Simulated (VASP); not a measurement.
Set up this calculation in VASP 6.6.1, as the native input.

* Task: single point
* Functional: PBE
* Potentials or basis: VASP PAW PBE potentials, release 64 (Al, W_sv)
* Cutoff: 520 eV
* k mesh: 9 × 9 × 9
* Occupations: fermi-dirac, width 0.0397 eV
* Spin: no spin polarisation
* Dipole correction: no
* Further INCAR settings: ALGO = Normal; EDIFF = 1e-07; NBANDS = 30

The structure of AlW3 lies in POSCAR:

```
AlW3
1.0
    0.0000000000      4.4182770000      0.0000000000
    4.4182770000      0.0000000000      0.0000000000
    2.2091390000      2.2091390000     -4.2806750000
Al W
1 3
Direct
    0.0000000000      0.0000000000      0.0000000000
    0.5000000000      0.5000000000      0.0000000000
    0.2500000000      0.7500000000      0.5000000000
    0.7500000000      0.2500000000      0.5000000000
```

The input as run:

INCAR

```
SYSTEM = AlW3
ALGO = Normal
EDIFF = 1E-7
ENCUT = 520
GGA = PE
ISIF = 2
ISMEAR = -1
LASPH = .True.
LCHARG = .False.
LREAL = .False.
LWAVE = .False.
NBANDS = 30
NELM = 60
PREC = Accurate
SIGMA = 0.0397
```

KPOINTS

```
k-points
0
Gamma
  9 9 9
  0 0 0
```

Potentials or basis: VASP PAW PBE potentials, release 64 (Al, W_sv).

Run with:

```console
$ cat potpaw_PBE.64/Al/POTCAR potpaw_PBE.64/W_sv/POTCAR > POTCAR
$ mpirun -np 1 vasp_std > vasp.out
```

Results of the run:

- Pressure: -36.8 GPa

Run time: 2.6 min on 1 thread of Intel(R) Xeon(R) Platinum 8259CL CPU @ 2.50GHz (Skylake/Cascade Lake), with other jobs on the host, peak memory 0.31 GiB.
